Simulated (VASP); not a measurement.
# TaN (P6_3mc) in VASP: a series of runs

Runs on TaN. Level: LDA. Tasks: electric field gradients.

All numbers are computed with VASP 6.6.1; they aren't measurements. Logs are shortened: lines on timing, memory, paths and dates and some standing lists are left out, and cuts for length are marked.

## (1) The cell of the first run

Symmetry: P6_3mc, No. 186, hexagonal system. Conventional cell: a = 3.060 Å, b = 3.060 Å, c = 4.956 Å, α = 90.00°, β = 90.00°, γ = 120.00°. Ta (site symmetry 3m) has 4 N at 1.86 to 1.91 Å within 2.5 Å. Within 2.5 Å of N (site symmetry 3m) lie 4 Ta at 1.86 to 1.91 Å.

## (2) Electric field gradients, LDA (volume scaled by 1.01)

File INCAR:

```
ALGO = Normal
EDIFF = 1E-8
ENCUT = 520
ISIF = 2
ISMEAR = -1
LASPH = T
LCHARG = F
LEFG = T
LREAL = F
LWAVE = F
NBANDS = 24
NELM = 80
PREC = Accurate
SIGMA = 0.03
```

File KPOINTS:

```
k-points
0
Gamma
  9 9 5
```

File POSCAR:

```
TaN
1.0
    3.0601340589      0.0000000000      0.0000000000
   -1.5300670295      2.6501538341      0.0000000000
    0.0000000000      0.0000000000      4.9564120807
Ta N
2 2
Direct
    0.3333333333      0.6666666667      0.0000000000
    0.6666666667      0.3333333333      0.5000000000
    0.3333333333      0.6666666667      0.3850000000
    0.6666666667      0.3333333333      0.8850000000
```

Potentials or basis: VASP PAW LDA potentials, release 64 (Ta_pv, N).

Launch:

```bash
$ cat potpaw_LDA.64/Ta_pv/POTCAR potpaw_LDA.64/N/POTCAR > POTCAR
$ mpirun -np 1 vasp_std > vasp.out
```

OUTCAR:

```text
EDIFF = 1E-8
   ENCUT = 520
   ISIF = 2
   ISMEAR = -1
   LASPH = T
   LREAL = F
   NELM = 80
   PREC = Accurate

 ion  position               nearest neighbor table
   1  0.333  0.667  0.000-   4 1.86   4 1.86   4 1.86   3 1.91   2 3.04   2 3.04   2 3.04   2 3.04
                             2 3.04   2 3.04
   2  0.667  0.333  0.500-   3 1.86   3 1.86   3 1.86   4 1.91   1 3.04   1 3.04   1 3.04   1 3.04
                             1 3.04   1 3.04
   3  0.333  0.667  0.385-   2 1.86   2 1.86   2 1.86   1 1.91
   4  0.667  0.333  0.885-   1 1.86   1 1.86   1 1.86   2 1.91

  LATTYP: Found a hexagonal cell.
 ALAT       =     3.0601340589
 C/A-ratio  =     1.6196715521

  Lattice vectors:

 A1 = (   3.0601340589,   0.0000000000,   0.0000000000)
 A2 = (  -1.5300670295,   2.6501538341,   0.0000000000)
 A3 = (   0.0000000000,   0.0000000000,   4.9564120807)

Analysis of symmetry for initial positions (statically):
=====================================================================
 Subroutine PRICEL returns:
 Original cell was already a primitive cell.

 Routine SETGRP: Setting up the symmetry group for a
 hexagonal supercell.

 Subroutine GETGRP returns: Found 12 space group operations
 (whereof  6 operations were pure point group operations)
 out of a pool of 24 trial point group operations.

The static configuration has the point symmetry C_3v.
 The point group associated with its full space group is C_6v.

Analysis of symmetry for dynamics (positions and initial velocities):
=====================================================================
 Subroutine PRICEL returns:
 Original cell was already a primitive cell.

 Routine SETGRP: Setting up the symmetry group for a
 hexagonal supercell.

 Subroutine GETGRP returns: Found 12 space group operations
 (whereof  6 operations were pure point group operations)
 out of a pool of 24 trial point group operations.

The dynamic configuration has the point symmetry C_3v.
 The point group associated with its full space group is C_6v.

 Subroutine INISYM returns: Found 12 space group operations
 (whereof  6 operations are pure point group operations),
 and found     1 'primitive' translations

----------------------------------------------------------------------------------------

                                     Primitive cell

  volume of cell :      40.1956

  direct lattice vectors                    reciprocal lattice vectors
     3.060134059  0.000000000  0.000000000     0.326783069  0.188668293  0.000000000
    -1.530067030  2.650153834  0.000000000     0.000000000  0.377336586  0.000000000
     0.000000000  0.000000000  4.956412081     0.000000000  0.000000000  0.201758850

  length of vectors
     3.060134059  3.060134059  4.956412081     0.377336586  0.377336586  0.201758850

  position of ions in fractional coordinates (direct lattice)
     0.333333333  0.666666667  0.000000000
     0.666666667  0.333333333  0.500000000
     0.333333333  0.666666667  0.385000000
     0.666666667  0.333333333  0.885000000

  ion indices of the primitive-cell ions
   primitive index   ion index
                 1           1
                 2           2
                 3           3
                 4           4

----------------------------------------------------------------------------------------

 KPOINTS: k-points

Automatic generation of k-mesh.
 Grid dimensions read from file:
 generate k-points for:    9    9    5

 Generating k-lattice:

  Cartesian coordinates                     Fractional coordinates (reciprocal lattice)
     0.036309230  0.020963144  0.000000000     0.111111111  0.000000000  0.000000000
     0.000000000  0.041926287  0.000000000     0.000000000  0.111111111  0.000000000
     0.000000000  0.000000000  0.040351770     0.000000000  0.000000000  0.200000000

  Length of vectors
     0.041926287  0.041926287  0.040351770

  Shift w.r.t. Gamma in fractional coordinates (k-lattice)
     0.000000000  0.000000000  0.000000000

 Subroutine IBZKPT returns following result:
 ===========================================

 Found     36 irreducible k-points:

 Following reciprocal coordinates:
            Coordinates               Weight
  0.000000  0.000000  0.000000      1.000000
  0.111111  0.000000  0.000000      6.000000
  0.222222 -0.000000  0.000000      6.000000
  0.333333  0.000000  0.000000      6.000000
  0.444444 -0.000000  0.000000      6.000000
  0.111111  0.111111  0.000000      6.000000
[... 16 lines left out ...]
  0.333333  0.222222  0.200000     24.000000
  0.333333  0.333333  0.200000      4.000000
 [... further k-points ...]
   k-points           NKPTS =     36   k-points in BZ     NKDIM =     36   number of bands    NBANDS=     24
   number of dos      NEDOS =    301   number of ions     NIONS =      4
   total plane-waves  NPLWV =  23040
   dimension x,y,z NGX =    24 NGY =   24 NGZ =   40
   dimension x,y,z NGXF=    48 NGYF=   48 NGZF=   80
   ions per type =               2   2
   NGX,Y,Z   is equivalent  to a cutoff of  13.04, 13.04, 13.42 a.u.
   NGXF,Y,Z  is equivalent  to a cutoff of  26.08, 26.08, 26.83 a.u.
 SYSTEM =  unknown system
   PREC   = accura    normal or accurate (medium, high low for compatibility)
   ISTART =      0    job   : 0-new  1-cont  2-samecut
   ICHARG =      2    charge: 1-file 2-atom 10-const
   ISPIN  =      1    spin polarized calculation?
   LNONCOLLINEAR =      F non collinear calculations
   LSORBIT =      F    spin-orbit coupling
   LASPH  =      T    aspherical Exc in radial PAW
   ENCUT  =  520.0 eV  38.22 Ry    6.18 a.u.   5.69  5.69  9.22*2*pi/ulx,y,z
   NELM   =     80;   NELMIN=  2; NELMDL= -5     # of ELM steps
   EDIFF  = 0.1E-07   stopping-criterion for ELM
   LREAL  =      F    real-space projection
   EDIFFG = 0.1E-06   stopping-criterion for IOM
   NSW    =      0    number of steps for IOM
   IBRION =     -1    ionic relax: 0-MD 1-quasi-New 2-CG
   NFREE  =      0    steps in history (QN), initial steepest desc. (CG)
   ISIF   =      2    stress and relaxation
   ISYM   =      2    0-nonsym 1-usesym 2-fastsym
   POTIM  = 0.5000    time-step for ionic-motion
   TEBEG  =    0.0;   TEEND  =   0.0 temperature during run
   PSTRESS=    0.0 pullay stress
   NELECT =      32.0000    total number of electrons
   NUPDOWN=      -1.0000    fix difference up-down
   EMIN   =  10.00;   EMAX   =-10.00  energy-range for DOS
   EFERMI =   0.00;   METHOD = LEGACY
   ISMEAR =    -1;   SIGMA  =   0.03  broadening in eV -4-tet -1-fermi 0-gaus
   EFERMI_NEDOS =   21; number of points for ismear=-14 and -15
   IALGO  =     38    algorithm
   IMIX   =      4    mixing-type and parameters
     AMIX     =   0.40;   BMIX     =  1.00
     AMIX_MAG =   1.60;   BMIX_MAG =  1.00
  volume/ion in A,a.u.               =      10.05        67.81
  Fermi-wavevector in a.u.,A,eV,Ry     =   1.517278  2.867240 31.322417  2.302133
  Thomas-Fermi vector in A             =   2.626555
   LORBIT       =      0    0 simple, 1 ext, 2 COOP (PROOUT), +10 PAW based schemes
   GGA     = CA    functional components
   LHFCALC =     F    Hartree Fock is set to
   AEXX    =    0.0000 exact exchange contribution
   IVDW    =     0    specifies the selected vdW correction
   LEPSILON=     F    determine dielectric tensor
   LRPA    =     F    only Hartree local field effects (RPA)
 non-spin polarized calculation
  energy-cutoff  :      520.00
  volume of cell :       40.20
 maximum number of plane-waves:      1099
 NGX is ok and might be reduce to    24
   NGX = 11   NGY = 11   NGZ = 19

 number of electron      32.0000001 magnetization

 Free energy of the ion-electron system (eV)
  ---------------------------------------------------
  ext. energy  EPLUGINS =         0.00000000
  ---------------------------------------------------
  free energy    TOTEN  =       -43.29741425 eV

  energy without entropy =      -43.29036477  energy(sigma->0) =      -43.29388951

 E-fermi :   9.5390     XC(G=0): -13.7128

 val. band max:        9.5341294057   @ k =   0.2222  -0.0000   0.0000
 cond. band min:       9.5419184052   @ k =   0.3333   0.0000   0.2000
 fundamental gap:      0.0077889995
 Fermi energy:         9.5390118573

 k-point     1 :       0.0000    0.0000    0.0000
  band No.  band energies     occupation
      1     -26.3716      2.00000
      2     -25.2960      2.00000
      3     -25.2960      2.00000
      4     -25.1073      2.00000
      5     -25.1073      2.00000
      6     -25.0423      2.00000
[... 16 lines left out ...]
     23      16.1256      0.00000
     24      16.1256      0.00000

 k-point     2 :       0.1111    0.0000    0.0000
  band No.  band energies     occupation
      1     -26.3287      2.00000
      2     -25.4186      2.00000
      3     -25.3318      2.00000
      4     -25.2468      2.00000
      5     -25.1278      2.00000
      6     -25.0627      2.00000
[... 16 lines left out ...]
     23      16.1241      0.00000
     24      16.6915      0.00000

 k-point     3 :       0.2222   -0.0000    0.0000
  band No.  band energies     occupation
      1     -26.2202      2.00000
      2     -25.7113      2.00000
      3     -25.5767      2.00000
      4     -25.4193      2.00000
      5     -25.1815      2.00000
      6     -25.1247      2.00000
[... 16 lines left out ...]
     23      16.6026      0.00000
     24      17.8474      0.00000

 k-point     4 :       0.3333    0.0000    0.0000
  band No.  band energies     occupation
      1     -26.1913      2.00000
      2     -25.9618      2.00000
      3     -25.8636      2.00000
      4     -25.5142      2.00000
      5     -25.2444      2.00000
      6     -25.2254      2.00000
[... 16 lines left out ...]
     23      16.3737      0.00000
     24      17.6560      0.00000

 k-point     5 :       0.4444   -0.0000    0.0000
  band No.  band energies     occupation
      1     -26.3425      2.00000
      2     -26.1485      2.00000
      3     -25.7935      2.00000
      4     -25.5741      2.00000
      5     -25.3321      2.00000
      6     -25.2860      2.00000
[... 451 lines left out ...]
 k-point    22 :       0.2222    0.2222    0.2000
  band No.  band energies     occupation
      1     -26.2185      2.00000
      2     -26.0950      2.00000
      3     -25.6726      2.00000
      4     -25.6588      2.00000
      5     -25.4330      2.00000
      6     -25.2674      2.00000
[... 16 lines left out ...]
     23      16.9396      0.00000
     24      17.7007      0.00000

 k-point    23 :       0.3333    0.2222    0.2000
  band No.  band energies     occupation
      1     -26.2689      2.00000
      2     -26.1793      2.00000
      3     -25.8108      2.00000
      4     -25.5804      2.00000
      5     -25.5283      2.00000
      6     -25.3502      2.00000
[... 16 lines left out ...]
     23      16.6048      0.00000
     24      17.0862      0.00000

 k-point    24 :       0.3333    0.3333    0.2000
  band No.  band energies     occupation
      1     -26.1848      2.00000
      2     -26.1848      2.00000
      3     -25.9415      2.00000
      4     -25.6472      2.00000
      5     -25.4494      2.00000
      6     -25.4494      2.00000
[... 16 lines left out ...]
     23      17.0541      0.00000
     24      17.0541      0.00000

 [... further k-points ...]
[... 5 lines left out ...]
  --------------------------------------------------------------------------------------
  -------------------------------------------------------------------------------------
  Total       30.9920290     30.9920291     24.8744481     -0.0000000      0.0000000      0.0000000
  in kB     1235.3261906   1235.3261907    991.4825883     -0.0000000      0.0000000      0.0000000
  external PRESSURE =    1154.0449899 kB  Pullay stress =       0.0000000 kB

 VOLUME and BASIS-vectors are now :
 -----------------------------------------------------------------------------
  energy-cutoff  :      520.00
  volume of cell :       40.20
      direct lattice vectors                 reciprocal lattice vectors
     3.060134059  0.000000000  0.000000000     0.326783069  0.188668293  0.000000000
    -1.530067030  2.650153834  0.000000000     0.000000000  0.377336586  0.000000000
     0.000000000  0.000000000  4.956412081     0.000000000  0.000000000  0.201758850

 POSITION                                       TOTAL-FORCE (eV/Angst)
 -----------------------------------------------------------------------------------
     -0.00000      1.76677      0.00000        -0.000000      0.000000      2.212491
      1.53007      0.88338      2.47821         0.000000     -0.000000      2.212491
     -0.00000      1.76677      1.90822        -0.000000      0.000000     -2.212491
      1.53007      0.88338      4.38642         0.000000      0.000000     -2.212491
 -----------------------------------------------------------------------------------
    total drift:                               -0.000000      0.000000      0.000256

  FREE ENERGIE OF THE ION-ELECTRON SYSTEM (eV)
  ---------------------------------------------------
  free  energy   TOTEN  =       -43.2974142465 eV

  energy  without entropy=      -43.2903647693  energy(sigma->0) =      -43.29388951

 Electric field gradients (V/A^2)
---------------------------------------------------------------------
 ion       V_xx      V_yy      V_zz      V_xy      V_xz      V_yz
---------------------------------------------------------------------
   1     -61.948   -61.948   123.896    -0.000     0.000    -0.000
   2     -61.948   -61.948   123.896    -0.000    -0.000     0.000
   3      -5.347    -5.346    10.693     0.000     0.000    -0.000
   4      -5.347    -5.346    10.693     0.000    -0.000     0.000
---------------------------------------------------------------------

 Electric field gradients after diagonalization (V/A^2)
 (convention: |V_zz| > |V_xx| > |V_yy|)
----------------------------------------------------------------------
 ion       V_xx      V_yy      V_zz     asymmetry (V_yy - V_xx)/ V_zz
----------------------------------------------------------------------
   1     -61.949   -61.948   123.896       0.000
   2     -61.949   -61.948   123.896       0.000
   3      -5.347    -5.346    10.693       0.000
   4      -5.347    -5.346    10.693       0.000
----------------------------------------------------------------------

           NMR quadrupolar parameters

 Cq : quadrupolar parameter    Cq=e*Q*V_zz/h
 eta: asymmetry parameters     (V_yy - V_xx)/ V_zz
 Q  : nuclear electric quadrupole moment in mb (millibarn)
----------------------------------------------------------------------
 ion       Cq(MHz)       eta       Q (mb)
----------------------------------------------------------------------
   1       0.300       0.000       1.000
   2       0.300       0.000       1.000
   3       0.026       0.000       1.000
   4       0.026       0.000       1.000
----------------------------------------------------------------------
```

Wall time 23 s (1 thread of Intel Xeon Platinum 8488C (Sapphire Rapids), shared host); peak memory 0.15 GiB.

Results:

| Property | Result |
| --- | --- |
| Free energy | -43.2974 eV |
| Pressure | 115.4 GPa |
| Largest force | 2.212 eV/Å |
| Band gap on the k mesh | zero (band 16 reaches 10.05 eV, above the bottom of band 17 at 7.89 eV) |

Forces on the atoms (eV/Å):
```
Ta   0.000  0.000  2.212
Ta   0.000  0.000  2.212
N    0.000  0.000 -2.212
N    0.000  0.000 -2.212
```

Stress tensor (GPa, compression positive):
```
123.53   0.00   0.00
  0.00 123.53   0.00
  0.00   0.00  99.15
```

Levels at points of the mesh, in eV from the Fermi level:
| k point | band 12 | band 13 | band 14 | band 15 | band 16 | band 17 | band 18 | band 19 | band 20 | band 21 |
| --- | --- | --- | --- | --- | --- | --- | --- | --- | --- | --- |
| (0.00, 0.00, 0.00) | -7.79 | -7.79 | -7.44 | -0.87 | -0.87 | -0.20 | 2.14 | 2.59 | 2.59 | 4.54 |

Electric field gradients, principal values (V/Å²):
```tsv
atom	least	middle	greatest (by size)
1 Ta	-61.948	-61.949	123.896
2 Ta	-61.948	-61.949	123.896
3 N	-5.346	-5.347	10.693
4 N	-5.346	-5.347	10.693
```

Caveat: without QUAD_EFG the Cq values of the log hold for a quadrupole moment of 1 mb, not for the nuclei; spin-orbit coupling is left out, which moves the levels of the heavy elements; forces of over 1 eV/Å act on the atoms, so gaps and moduli don't describe the material at rest.

(Continued in part 2 of 2.)
